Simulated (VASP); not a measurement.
# SiNi (Pnma) in VASP: single point with PBEsol

Aim: the single point of SiNi with PBEsol.

All numbers are computed with VASP 6.6.1; they aren't measurements. Logs are shortened: lines on timing, memory, paths and dates and some standing lists are left out, and cuts for length are marked.

## (1) The cell of the first run

The structure is orthorhombic, space group Pnma (No. 62). The conventional cell has a = 5.173 Å, b = 3.338 Å, c = 5.605 Å, α = 90.00°, β = 90.00°, γ = 90.00°. Si (site symmetry m) has 6 Ni at 2.28 to 2.40 Å and 2 Si at 2.66 Å within 3.0 Å. Within 3.0 Å of Ni (site symmetry m) lie 6 Si at 2.28 to 2.40 Å and 4 Ni at 2.68 to 2.69 Å.

## (2) Single point, PBEsol, collinear spin, ferromagnetic start

Contents of INCAR:

```
PREC = Accurate
ENCUT = 520
EDIFF = 1E-6
ISMEAR = 1
SIGMA = 0.1
LREAL = F
LASPH = T
NELM = 150
ALGO = Normal
ISIF = 2
LWAVE = F
LCHARG = F
ISPIN = 2
MAGMOM = 0 0 0 0 1 1 1 1
LORBIT = 11
LMAXMIX = 4
GGA = PS
NBANDS = 42
```

Contents of KPOINTS:

```
Automatic mesh
0
Gamma
  5 7 5
```

Contents of POSCAR:

```
SiNi
1.0
    5.1731000000      0.0000000000      0.0000000000
    0.0000000000      3.3381000000      0.0000000000
    0.0000000000      0.0000000000      5.6049000000
Si Ni
4 4
Direct
    0.3212800000      0.7500000000      0.0825000000
    0.1787200000      0.2500000000      0.5825000000
    0.8212800000      0.7500000000      0.4175000000
    0.6787200000      0.2500000000      0.9175000000
    0.0077900000      0.2500000000      0.1875200000
    0.4922100000      0.7500000000      0.6875200000
    0.5077900000      0.2500000000      0.3124800000
    0.9922100000      0.7500000000      0.8124800000
```

Potentials or basis: VASP PAW PBE potentials, release 64 (Si, Ni).

The run is started by

```bash
$ cat potpaw_PBE.64/Si/POTCAR potpaw_PBE.64/Ni/POTCAR > POTCAR
$ mpirun -np 1 vasp_std > vasp.out
```

OUTCAR:

```text
PREC = Accurate
   ENCUT = 520
   EDIFF = 1E-6
   ISMEAR = 1
   LREAL = F
   LASPH = T
   NELM = 150
   ISIF = 2
   ISPIN = 2
   LORBIT = 11
   GGA = PS

 ion  position               nearest neighbor table
   1  0.321  0.750  0.083-   8 2.28   7 2.32   7 2.32   6 2.38   5 2.40   5 2.40   4 2.66   4 2.66

   2  0.179  0.250  0.583-   7 2.28   8 2.32   8 2.32   5 2.38   6 2.40   6 2.40   3 2.66   3 2.66

   3  0.821  0.750  0.417-   6 2.28   5 2.32   5 2.32   8 2.38   7 2.40   7 2.40   2 2.66   2 2.66

   4  0.679  0.250  0.917-   5 2.28   6 2.32   6 2.32   7 2.38   8 2.40   8 2.40   1 2.66   1 2.66

   5  0.008  0.250  0.188-   4 2.28   3 2.32   3 2.32   2 2.38   1 2.40   1 2.40   7 2.68   7 2.68
                             8 2.69   8 2.69
   6  0.492  0.750  0.688-   3 2.28   4 2.32   4 2.32   1 2.38   2 2.40   2 2.40   8 2.68   8 2.68
                             7 2.69   7 2.69
   7  0.508  0.250  0.312-   2 2.28   1 2.32   1 2.32   4 2.38   3 2.40   3 2.40   5 2.68   5 2.68
                             6 2.69   6 2.69
   8  0.992  0.750  0.812-   1 2.28   2 2.32   2 2.32   3 2.38   4 2.40   4 2.40   6 2.68   6 2.68
                             5 2.69   5 2.69

  LATTYP: Found a simple orthorhombic cell.
 ALAT       =     3.3381000000
 B/A-ratio  =     1.5497139091
 C/A-ratio  =     1.6790689314

  Lattice vectors:

 A1 = (   0.0000000000,  -3.3381000000,   0.0000000000)
 A2 = (   5.1731000000,   0.0000000000,   0.0000000000)
 A3 = (   0.0000000000,   0.0000000000,   5.6049000000)

Analysis of symmetry for initial positions (statically):
=====================================================================
 Subroutine PRICEL returns:
 Original cell was already a primitive cell.

 Routine SETGRP: Setting up the symmetry group for a
 simple orthorhombic supercell.

 Subroutine GETGRP returns: Found  8 space group operations
 (whereof  2 operations were pure point group operations)
 out of a pool of  8 trial point group operations.

The static configuration has the point symmetry S_2 .
 The point group associated with its full space group is D_2h.

Analysis of symmetry for dynamics (positions and initial velocities):
=====================================================================
 Subroutine PRICEL returns:
 Original cell was already a primitive cell.

 Routine SETGRP: Setting up the symmetry group for a
 simple orthorhombic supercell.

 Subroutine GETGRP returns: Found  8 space group operations
 (whereof  2 operations were pure point group operations)
 out of a pool of  8 trial point group operations.

The dynamic configuration has the point symmetry S_2 .
 The point group associated with its full space group is D_2h.

Analysis of structural, dynamic, and magnetic symmetry:
=====================================================================
 Subroutine PRICEL returns:
 Original cell was already a primitive cell.

 Routine SETGRP: Setting up the symmetry group for a
 simple orthorhombic supercell.

 Subroutine GETGRP returns: Found  8 space group operations
 (whereof  2 operations were pure point group operations)
 out of a pool of  8 trial point group operations.

The overall configuration has the point symmetry S_2 .
 The point group associated with its full space group is D_2h.

 Subroutine INISYM returns: Found  8 space group operations
 (whereof  2 operations are pure point group operations),
 and found     1 'primitive' translations

----------------------------------------------------------------------------------------

                                     Primitive cell

  volume of cell :      96.7872

  direct lattice vectors                    reciprocal lattice vectors
     5.173100000  0.000000000  0.000000000     0.193307688  0.000000000  0.000000000
     0.000000000  3.338100000  0.000000000     0.000000000  0.299571613  0.000000000
     0.000000000  0.000000000  5.604900000     0.000000000  0.000000000  0.178415315

  length of vectors
     5.173100000  3.338100000  5.604900000     0.193307688  0.299571613  0.178415315

[... 77 lines left out ...]
   dimension x,y,z NGX =    40 NGY =   28 NGZ =   42
   dimension x,y,z NGXF=    80 NGYF=   56 NGZF=   84
   ions per type =               4   4
   NGX,Y,Z   is equivalent  to a cutoff of  12.85, 13.94, 12.46 a.u.
   NGXF,Y,Z  is equivalent  to a cutoff of  25.71, 27.89, 24.92 a.u.
 SYSTEM =  unknown system
   PREC   = accura    normal or accurate (medium, high low for compatibility)
   ISTART =      0    job   : 0-new  1-cont  2-samecut
   ICHARG =      2    charge: 1-file 2-atom 10-const
   ISPIN  =      2    spin polarized calculation?
   LNONCOLLINEAR =      F non collinear calculations
   LSORBIT =      F    spin-orbit coupling
   LASPH  =      T    aspherical Exc in radial PAW
   ENCUT  =  520.0 eV  38.22 Ry    6.18 a.u.   9.62  6.21 10.42*2*pi/ulx,y,z
   NELM   =    150;   NELMIN=  2; NELMDL= -5     # of ELM steps
   EDIFF  = 0.1E-05   stopping-criterion for ELM
   LREAL  =      F    real-space projection
   EDIFFG = 0.1E-04   stopping-criterion for IOM
   NSW    =      0    number of steps for IOM
   IBRION =     -1    ionic relax: 0-MD 1-quasi-New 2-CG
   NFREE  =      0    steps in history (QN), initial steepest desc. (CG)
   ISIF   =      2    stress and relaxation
   ISYM   =      2    0-nonsym 1-usesym 2-fastsym
   POTIM  = 0.5000    time-step for ionic-motion
   TEBEG  =    0.0;   TEEND  =   0.0 temperature during run
   PSTRESS=    0.0 pullay stress
   NELECT =      56.0000    total number of electrons
   NUPDOWN=      -1.0000    fix difference up-down
   EMIN   =  10.00;   EMAX   =-10.00  energy-range for DOS
   EFERMI =   0.00;   METHOD = LEGACY
   ISMEAR =     1;   SIGMA  =   0.10  broadening in eV -4-tet -1-fermi 0-gaus
   EFERMI_NEDOS =   21; number of points for ismear=-14 and -15
   IALGO  =     38    algorithm
   IMIX   =      4    mixing-type and parameters
     AMIX     =   0.40;   BMIX     =  1.00
     AMIX_MAG =   1.60;   BMIX_MAG =  1.00
  volume/ion in A,a.u.               =      12.10        81.64
  Fermi-wavevector in a.u.,A,eV,Ry     =   1.364158  2.577886 25.319466  1.860928
  Thomas-Fermi vector in A             =   2.490499
   LORBIT       =     11    0 simple, 1 ext, 2 COOP (PROOUT), +10 PAW based schemes
   GGA     = PS    functional components
   LHFCALC =     F    Hartree Fock is set to
   AEXX    =    0.0000 exact exchange contribution
   IVDW    =     0    specifies the selected vdW correction
   LEPSILON=     F    determine dielectric tensor
   LRPA    =     F    only Hartree local field effects (RPA)
 spin polarized calculation
 Methfessel and Paxton  Order N= 1 SIGMA  =   0.10
  energy-cutoff  :      520.00
  volume of cell :       96.79
 maximum number of plane-waves:      2627
 NGX is ok and might be reduce to    40
   NGX = 19   NGY = 13   NGZ = 21

 number of electron      55.9999991 magnetization       0.0005206

 number of electron      55.9999991 magnetization      -0.0000315

 Free energy of the ion-electron system (eV)
  ---------------------------------------------------
  ext. energy  EPLUGINS =         0.00000000
  ---------------------------------------------------
  free energy    TOTEN  =       -52.23953132 eV

  energy without entropy =      -52.24180616  energy(sigma->0) =      -52.24028960

 E-fermi :  10.3426     XC(G=0): -12.3323

 val. band max:       10.2639005796   @ k =   0.2000   0.0000   0.2000
 cond. band min:      10.3490344807   @ k =   0.0000   0.4286   0.4000
 fundamental gap:      0.0851339011
 Fermi energy:        10.3425750395

 spin component 1

 k-point     1 :       0.0000    0.0000    0.0000
  band No.  band energies     occupation
      1      -2.6775      1.00000
      2       0.6398      1.00000
      3       1.9888      1.00000
      4       2.4893      1.00000
      5       3.7960      1.00000
      6       4.2652      1.00000
[... 1021 lines left out ...]
     39      17.3563      0.00000
     40      17.6048      0.00000

 [... further k-points ...]

 spin component 2

 k-point     1 :       0.0000    0.0000    0.0000
  band No.  band energies     occupation
      1      -2.6775      1.00000
      2       0.6398      1.00000
      3       1.9888      1.00000
      4       2.4893      1.00000
      5       3.7960      1.00000
      6       4.2652      1.00000
[... 1021 lines left out ...]
     39      17.3563      0.00000
     40      17.6048      0.00000

 [... further k-points ...]

 [bands above 40 left out]

------------------------ aborting loop because EDIFF is reached ----------------------------------------

  FORCE on cell =-STRESS in cart. coord.  units (eV):
  Direction    XX          YY          ZZ          XY          YZ          ZX
  --------------------------------------------------------------------------------------
  -------------------------------------------------------------------------------------
  Total       -3.6251848     -1.3721588     -2.4259982      0.0000000      0.0000000      0.0000000
  in kB      -60.0098651    -22.7141700    -40.1590073      0.0000000      0.0000000      0.0000000
  external PRESSURE =     -40.9610141 kB  Pullay stress =       0.0000000 kB

 VOLUME and BASIS-vectors are now :
 -----------------------------------------------------------------------------
  energy-cutoff  :      520.00
  volume of cell :       96.79
      direct lattice vectors                 reciprocal lattice vectors
     5.173100000  0.000000000  0.000000000     0.193307688  0.000000000  0.000000000
     0.000000000  3.338100000  0.000000000     0.000000000  0.299571613  0.000000000
     0.000000000  0.000000000  5.604900000     0.000000000  0.000000000  0.178415315

 POSITION                                       TOTAL-FORCE (eV/Angst)
 -----------------------------------------------------------------------------------
      1.66201      2.50357      0.46240        -0.088520     -0.000000      0.071370
      0.92454      0.83452      3.26485         0.088520     -0.000000      0.071370
      4.24856      2.50357      2.34005        -0.088520     -0.000000     -0.071370
      3.51109      0.83452      5.14250         0.088520     -0.000000     -0.071370
      0.04030      0.83452      1.05103         0.020378      0.000000      0.059625
      2.54625      2.50357      3.85348        -0.020378      0.000000      0.059625
      2.62685      0.83452      1.75142         0.020378     -0.000000     -0.059625
      5.13280      2.50357      4.55387        -0.020378     -0.000000     -0.059625
 -----------------------------------------------------------------------------------
    total drift:                                0.000000      0.000000     -0.000000

  FREE ENERGIE OF THE ION-ELECTRON SYSTEM (eV)
  ---------------------------------------------------
  free  energy   TOTEN  =       -52.2395313226 eV

  energy  without entropy=      -52.2418061632  energy(sigma->0) =      -52.24028960

 total charge

# of ion       s       p       d       tot
------------------------------------------
    1        0.760   0.849   0.000   1.610
    2        0.760   0.849   0.000   1.610
    3        0.760   0.849   0.000   1.610
    4        0.760   0.849   0.000   1.610
    5        0.502   0.645   8.452   9.600
    6        0.502   0.645   8.452   9.600
    7        0.502   0.645   8.452   9.600
    8        0.502   0.645   8.452   9.600
--------------------------------------------------
tot          5.049   5.979  33.808  44.837

 magnetization (x)

# of ion       s       p       d       tot
------------------------------------------
    1       -0.000  -0.000   0.000  -0.000
    2       -0.000  -0.000   0.000  -0.000
    3       -0.000  -0.000   0.000  -0.000
    4       -0.000  -0.000   0.000  -0.000
    5        0.000  -0.000   0.000   0.000
    6        0.000  -0.000   0.000   0.000
    7        0.000  -0.000   0.000   0.000
    8        0.000  -0.000   0.000   0.000
--------------------------------------------------
tot         -0.000  -0.000   0.000   0.000
```

Wall time 7.8 min (1 thread of AMD EPYC 7R43 (Zen 3), shared host); peak memory 0.34 GiB.

What came out:

```yaml
Free_energy: -52.2395 eV
Pressure: -4.1 GPa
Largest_force: 0.114 eV/Å
Band_gap_on_the_k_mesh: zero (filled and empty bands overlap)
Net_moment: 0.00 μB per cell
Valence_electrons_inside_the_program's_atomic_spheres: Si 1.61; Ni 9.60
```

Forces on the atoms (eV/Å):
```
Si  -0.089  0.000  0.071
Si   0.089  0.000  0.071
Si  -0.089  0.000 -0.071
Si   0.089  0.000 -0.071
Ni   0.020  0.000  0.060
Ni  -0.020  0.000  0.060
Ni   0.020  0.000 -0.060
Ni  -0.020  0.000 -0.060
```

Caveat: the cell stands under tension; the PAW data sets were made with another functional, which shifts forces and pressure a little.
